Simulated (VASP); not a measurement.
# BN (P6_3/mmc) in VASP: single point with PBE

Aim: the single point of BN with PBE.

All numbers are computed with VASP 6.6.1; they aren't measurements. Logs are shortened: lines on timing, memory, paths and dates and some standing lists are left out, and cuts for length are marked.

### Step 1. The cell of the first run

The structure is hexagonal, space group P6_3/mmc (No. 194). The conventional cell has a = 2.498 Å, b = 2.498 Å, c = 6.636 Å, α = 90.00°, β = 90.00°, γ = 120.00°. Within 1.9 Å of B (site symmetry -6m2) lie 3 N at 1.44 Å. N (site symmetry -6m2) has 3 B at 1.44 Å within 1.9 Å.

### Step 2. Single point, PBE

Input file INCAR:

```
SYSTEM = BN
PREC = Accurate
ENCUT = 520
EDIFF = 1E-6
ISMEAR = 0
SIGMA = 0.05
LREAL = Auto
LASPH = .True.
NELM = 80
ALGO = Normal
ISIF = 2
LWAVE = .False.
LCHARG = .True.
GGA = PE
LELF = .True.
LVHAR = .True.
NBANDS = 126
```

Input file KPOINTS:

```
regular mesh
0
Gamma
  2 2 2
  0 0 0
```

Input file POSCAR:

```
BN
1.0
    3.7473600000     -2.1635390000     -6.6357000000
    3.7473600000     -2.1635390000      6.6357000000
   -7.4947200000     -4.3270790000      0.0000000000
B N
24 24
Direct
    0.7083340000      0.9583330000      0.8333330000
    0.2083340000      0.4583330000      0.8333330000
    0.3750000000      0.6250010000      0.6666670000
    0.8750000000      0.1250010000      0.6666670000
    0.0416670000      0.2916670000      0.5000000000
    0.5416670000      0.7916670000      0.5000000000
    0.7083340000      0.9583330000      0.3333330000
    0.2083340000      0.4583330000      0.3333330000
    0.3750000000      0.6250010000      0.1666670000
    0.8750000000      0.1250010000      0.1666670000
    0.0416670000      0.2916670000      0.0000000000
    0.5416670000      0.7916670000      0.0000000000
    0.6250000000      0.3749990000      0.8333330000
    0.1250000000      0.8749990000      0.8333330000
    0.2916660000      0.0416670000      0.6666670000
    0.7916660000      0.5416670000      0.6666670000
    0.9583330000      0.7083330000      0.5000000000
    0.4583330000      0.2083330000      0.5000000000
    0.6250000000      0.3749990000      0.3333330000
    0.1250000000      0.8749990000      0.3333330000
    0.2916660000      0.0416670000      0.1666670000
    0.7916660000      0.5416670000      0.1666670000
    0.9583330000      0.7083330000      0.0000000000
    0.4583330000      0.2083330000      0.0000000000
    0.4583340000      0.2083330000      0.8333330000
    0.9583340000      0.7083330000      0.8333330000
    0.1250000000      0.8750010000      0.6666670000
    0.6250000000      0.3750010000      0.6666670000
    0.7916670000      0.5416670000      0.5000000000
    0.2916670000      0.0416670000      0.5000000000
    0.4583340000      0.2083330000      0.3333330000
    0.9583340000      0.7083330000      0.3333330000
    0.1250000000      0.8750010000      0.1666670000
    0.6250000000      0.3750010000      0.1666670000
    0.7916670000      0.5416670000      0.0000000000
    0.2916670000      0.0416670000      0.0000000000
    0.8750000000      0.1249990000      0.8333330000
    0.3750000000      0.6249990000      0.8333330000
    0.5416660000      0.7916670000      0.6666670000
    0.0416660000      0.2916670000      0.6666670000
    0.2083330000      0.4583330000      0.5000000000
    0.7083330000      0.9583330000      0.5000000000
    0.8750000000      0.1249990000      0.3333330000
    0.3750000000      0.6249990000      0.3333330000
    0.5416660000      0.7916670000      0.1666670000
    0.0416660000      0.2916670000      0.1666670000
    0.2083330000      0.4583330000      0.0000000000
    0.7083330000      0.9583330000      0.0000000000
```

Potentials or basis: VASP PAW PBE potentials, release 64 (B, N).

Launch:

```console
> cat potpaw_PBE.64/B/POTCAR potpaw_PBE.64/N/POTCAR > POTCAR
> mpirun -np 1 vasp_std > vasp.out
```

OUTCAR:

```text
SYSTEM = BN
   PREC = Accurate
   ENCUT = 520
   EDIFF = 1E-6
   ISMEAR = 0
   LREAL = Auto
   LASPH = .True.
   NELM = 80
   ISIF = 2
   GGA = PE

 ion  position               nearest neighbor table
   1  0.708  0.958  0.833-  37 1.44  39 1.44  48 1.44
   2  0.208  0.458  0.833-  38 1.44  40 1.44  47 1.44
   3  0.375  0.625  0.667-  39 1.44  38 1.44  41 1.44
   4  0.875  0.125  0.667-  40 1.44  37 1.44  42 1.44
   5  0.042  0.292  0.500-  41 1.44  43 1.44  40 1.44
   6  0.542  0.792  0.500-  42 1.44  44 1.44  39 1.44
[... 40 lines left out ...]
  47  0.208  0.458  0.000-  11 1.44   9 1.44   2 1.44
  48  0.708  0.958  0.000-  12 1.44  10 1.44   1 1.44

  LATTYP: Found a face centered orthorhombic cell.
 ALAT       =     8.6541569143
 B/A-ratio  =     1.5335289308
 C/A-ratio  =     1.7320508857

  Lattice vectors:

 A1 = (  -3.7473600000,  -6.4906180000,   6.6357000000)
 A2 = (  -0.0000000000,  -8.6541570000,   0.0000000000)
 A3 = (   3.7473600000,  -2.1635390000,   6.6357000000)

Analysis of symmetry for initial positions (statically):
=====================================================================
 Subroutine PRICEL returns following result:

  LATTYP: Found a hexagonal cell.
 ALAT       =     2.4982373822
 C/A-ratio  =     2.6561606813

  Lattice vectors:

 A1 = (   1.2491224982,  -2.1635348396,  -0.0000132714)
 A2 = (   1.2491187509,   2.1635371698,   0.0000066357)
 A3 = (  -0.0000037474,  -0.0000064906,   6.6357199071)

  12 primitive cells build up your supercell.

 Routine SETGRP: Setting up the symmetry group for a
 face centered orthorhombic supercell.

 Subroutine GETGRP returns: Found  8 space group operations
 (whereof  4 operations were pure point group operations)
 out of a pool of  8 trial point group operations.

The static configuration has the point symmetry C_2h.
 The point group associated with its full space group is D_2h.

Analysis of symmetry for dynamics (positions and initial velocities):
=====================================================================
 Subroutine PRICEL returns following result:

  LATTYP: Found a hexagonal cell.
 ALAT       =     2.4982373822
 C/A-ratio  =     2.6561606813

  Lattice vectors:

 A1 = (   1.2491224982,  -2.1635348396,  -0.0000132714)
 A2 = (   1.2491187509,   2.1635371698,   0.0000066357)
 A3 = (  -0.0000037474,  -0.0000064906,   6.6357199071)

  12 primitive cells build up your supercell.

 Routine SETGRP: Setting up the symmetry group for a
 face centered orthorhombic supercell.

 Subroutine GETGRP returns: Found  8 space group operations
 (whereof  4 operations were pure point group operations)
 out of a pool of  8 trial point group operations.

The dynamic configuration has the point symmetry C_2h.
 The point group associated with its full space group is D_2h.

 Subroutine INISYM returns: Found  8 space group operations
 (whereof  4 operations are pure point group operations),
 and found    12 'primitive' translations

----------------------------------------------------------------------------------------

                                     Primitive cell

  volume of cell :      35.8663

  direct lattice vectors                    reciprocal lattice vectors
     1.249122498 -2.163534840 -0.000013271     0.400281814 -0.231102810 -0.000000000
     1.249118751  2.163537170  0.000006636     0.400281383  0.231103503  0.000000452
    -0.000003747 -0.000006491  6.635719907     0.000000400 -0.000000693  0.150699549

  length of vectors
     2.498237382  2.498237527  6.635719907     0.462205624  0.462205598  0.150699549

  position of ions in fractional coordinates (direct lattice)
     0.666668000  0.333330750  0.250003250
     0.333332000  0.666660250  0.750005750
     0.666668000  0.333332250  0.750001750
     0.333332000  0.666661750  0.250004250

  ion indices of the primitive-cell ions
   primitive index   ion index
                 1           1
                 2          23
                 3          25
                 4          48

----------------------------------------------------------------------------------------

 KPOINTS: regular mesh

Automatic generation of k-mesh.
 Grid dimensions read from file:
 generate k-points for:    2    2    2

 Generating k-lattice:

  Cartesian coordinates                     Fractional coordinates (reciprocal lattice)
     0.033356820 -0.057775702 -0.037675000     0.500000000  0.000000000  0.000000000
     0.033356820 -0.057775702  0.037675000     0.000000000  0.500000000  0.000000000
    -0.033356813 -0.057775702  0.000000000     0.000000000  0.000000000  0.500000000

  Length of vectors
     0.076616675  0.076616675  0.066713632

  Shift w.r.t. Gamma in fractional coordinates (k-lattice)
     0.000000000  0.000000000  0.000000000

 Subroutine IBZKPT returns following result:
 ===========================================

 Found      5 irreducible k-points:

 Following reciprocal coordinates:
            Coordinates               Weight
  0.000000  0.000000  0.000000      1.000000
  0.500000  0.000000  0.000000      4.000000
  0.500000  0.500000  0.000000      1.000000
 -0.000000 -0.000000  0.500000      1.000000
  0.500000  0.500000  0.500000      1.000000
   k-points           NKPTS =      5   k-points in BZ     NKDIM =      5   number of bands    NBANDS=    126
   number of dos      NEDOS =    301   number of ions     NIONS =     48
   total plane-waves  NPLWV = 230400
   dimension x,y,z NGX =    60 NGY =   60 NGZ =   64
   dimension x,y,z NGXF=   120 NGYF=  120 NGZF=  128
   ions per type =              24  24
   NGX,Y,Z   is equivalent  to a cutoff of  12.59, 12.59, 12.29 a.u.
   NGXF,Y,Z  is equivalent  to a cutoff of  25.18, 25.18, 24.59 a.u.
 SYSTEM =  BN
   PREC   = accura    normal or accurate (medium, high low for compatibility)
   ISTART =      0    job   : 0-new  1-cont  2-samecut
   ICHARG =      2    charge: 1-file 2-atom 10-const
   ISPIN  =      1    spin polarized calculation?
   LNONCOLLINEAR =      F non collinear calculations
   LSORBIT =      F    spin-orbit coupling
   LASPH  =      T    aspherical Exc in radial PAW
   ENCUT  =  520.0 eV  38.22 Ry    6.18 a.u.  14.73 14.73 16.09*2*pi/ulx,y,z
   NELM   =     80;   NELMIN=  2; NELMDL= -5     # of ELM steps
   EDIFF  = 0.1E-05   stopping-criterion for ELM
   LREAL  =      T    real-space projection
   EDIFFG = 0.1E-04   stopping-criterion for IOM
   NSW    =      0    number of steps for IOM
   IBRION =     -1    ionic relax: 0-MD 1-quasi-New 2-CG
   NFREE  =      0    steps in history (QN), initial steepest desc. (CG)
   ISIF   =      2    stress and relaxation
   ISYM   =      2    0-nonsym 1-usesym 2-fastsym
   POTIM  = 0.5000    time-step for ionic-motion
   TEBEG  =    0.0;   TEEND  =   0.0 temperature during run
   PSTRESS=    0.0 pullay stress
   NELECT =     192.0000    total number of electrons
   NUPDOWN=      -1.0000    fix difference up-down
   EMIN   =  10.00;   EMAX   =-10.00  energy-range for DOS
   EFERMI =   0.00;   METHOD = LEGACY
   ISMEAR =     0;   SIGMA  =   0.05  broadening in eV -4-tet -1-fermi 0-gaus
   EFERMI_NEDOS =   21; number of points for ismear=-14 and -15
   IALGO  =     38    algorithm
   IMIX   =      4    mixing-type and parameters
     AMIX     =   0.40;   BMIX     =  1.00
     AMIX_MAG =   1.60;   BMIX_MAG =  1.00
  volume/ion in A,a.u.               =       8.97        60.51
  Fermi-wavevector in a.u.,A,eV,Ry     =   1.250891  2.363842 21.289434  1.564729
  Thomas-Fermi vector in A             =   2.384864
   LORBIT       =      0    0 simple, 1 ext, 2 COOP (PROOUT), +10 PAW based schemes
   GGA     = PE    functional components
   LHFCALC =     F    Hartree Fock is set to
   AEXX    =    0.0000 exact exchange contribution
   IVDW    =     0    specifies the selected vdW correction
   LEPSILON=     F    determine dielectric tensor
   LRPA    =     F    only Hartree local field effects (RPA)
 non-spin polarized calculation
 Gauss-broadening in eV      SIGMA  =   0.05
  energy-cutoff  :      520.00
  volume of cell :      430.39
 maximum number of plane-waves:     11612
 NGX is ok and might be reduce to    60
   NGX = 29   NGY = 29   NGZ = 33

 number of electron     191.9999995 magnetization

 Free energy of the ion-electron system (eV)
  ---------------------------------------------------
  ext. energy  EPLUGINS =         0.00000000
  ---------------------------------------------------
  free energy    TOTEN  =      -421.75511370 eV

  energy without entropy =     -421.75511370  energy(sigma->0) =     -421.75511370

 E-fermi :   2.6115     XC(G=0): -10.0884

 val. band max:        2.3097142963   @ k =   0.5000   0.5000   0.0000
 cond. band min:       6.5951572880   @ k =   0.0000   0.0000   0.0000
 fundamental gap:      4.2854429916
 Fermi energy:         2.6115012821

 k-point     1 :       0.0000    0.0000    0.0000
  band No.  band energies     occupation
      1     -15.5309      2.00000
      2     -15.2356      2.00000
      3     -13.9798      2.00000
      4     -13.9796      2.00000
      5     -13.8645      2.00000
      6     -13.8645      2.00000
[... 100 lines left out ...]
    107       7.9719      0.00000
    108      10.0962      0.00000

 k-point     2 :       0.5000    0.0000    0.0000
  band No.  band energies     occupation
      1     -15.0851      2.00000
      2     -15.0851      2.00000
      3     -14.8863      2.00000
      4     -14.8863      2.00000
      5     -14.3135      2.00000
      6     -14.3135      2.00000
[... 100 lines left out ...]
    107       8.3176      0.00000
    108       8.3176      0.00000

 k-point     3 :       0.5000    0.5000    0.0000
  band No.  band energies     occupation
      1     -15.3879      2.00000
      2     -15.3879      2.00000
      3     -13.9797      2.00000
      4     -13.9797      2.00000
      5     -13.9797      2.00000
      6     -13.9797      2.00000
[... 100 lines left out ...]
    107       9.9538      0.00000
    108       9.9538      0.00000

 k-point     4 :      -0.0000   -0.0000    0.5000
  band No.  band energies     occupation
      1     -15.1243      2.00000
      2     -15.1243      2.00000
      3     -14.8429      2.00000
      4     -14.8429      2.00000
      5     -14.2263      2.00000
      6     -14.2263      2.00000
[... 100 lines left out ...]
    107       8.5508      0.00000
    108       8.5508      0.00000

 k-point     5 :       0.5000    0.5000    0.5000
  band No.  band energies     occupation
      1     -14.9879      2.00000
      2     -14.9879      2.00000
      3     -14.9879      2.00000
      4     -14.9879      2.00000
      5     -14.3488      2.00000
      6     -14.3488      2.00000
[... 100 lines left out ...]
    107       8.2555      0.00000
    108       8.2555      0.00000
 [bands above 108 left out]

------------------------ aborting loop because EDIFF is reached ----------------------------------------

  FORCE on cell =-STRESS in cart. coord.  units (eV):
  Direction    XX          YY          ZZ          XY          YZ          ZX
  --------------------------------------------------------------------------------------
  -------------------------------------------------------------------------------------
  Total       17.0167376     17.0095254      7.5549364     -0.0062441      0.0000000      0.0000000
  in kB       63.3461114     63.3192632     28.1238303     -0.0232442      0.0000000      0.0000000
  external PRESSURE =      51.5964016 kB  Pullay stress =       0.0000000 kB

 VOLUME and BASIS-vectors are now :
 -----------------------------------------------------------------------------
  energy-cutoff  :      520.00
  volume of cell :      430.39
      direct lattice vectors                 reciprocal lattice vectors
     3.747360000 -2.163539000 -6.635700000     0.066713641 -0.115551405 -0.075350001
     3.747360000 -2.163539000  6.635700000     0.066713641 -0.115551405  0.075350001
    -7.494720000 -4.327079000  0.000000000    -0.066713625 -0.115551405  0.000000000

 POSITION                                       TOTAL-FORCE (eV/Angst)
 -----------------------------------------------------------------------------------
      0.00000     -7.21180      1.65892        -0.000346      0.000200      0.000000
     -3.74736     -5.04826      1.65892        -0.000346      0.000200      0.000000
     -1.24912     -5.04826      1.65893        -0.000346      0.000200      0.000000
     -1.24912     -5.04826     -4.97677        -0.000346      0.000200      0.000000
     -2.49824     -2.88472      1.65892        -0.000346      0.000200     -0.000000
      1.24912     -5.04826      1.65892        -0.000346      0.000200      0.000000
[... 40 lines left out ...]
      2.49824     -1.44236      1.65892         0.000720     -0.000416      0.000000
      6.24560     -3.60590      1.65892         0.000720     -0.000416     -0.000000
 -----------------------------------------------------------------------------------
    total drift:                               -0.003114     -0.034511     -0.055917

  FREE ENERGIE OF THE ION-ELECTRON SYSTEM (eV)
  ---------------------------------------------------
  free  energy   TOTEN  =      -421.7551136962 eV

  energy  without entropy=     -421.7551136962  energy(sigma->0) =     -421.75511370
```

Run time: 6.1 min. Hardware: 1 thread of Intel Xeon Platinum 8488C (Sapphire Rapids), shared host; peak memory 0.58 GiB.

What came out:

```
Free energy            : -421.7551 eV
Pressure               : 5.2 GPa
Band gap on the k mesh : 4.29 eV
```

Caveat: the k points lie up to 0.48 Å⁻¹ apart.
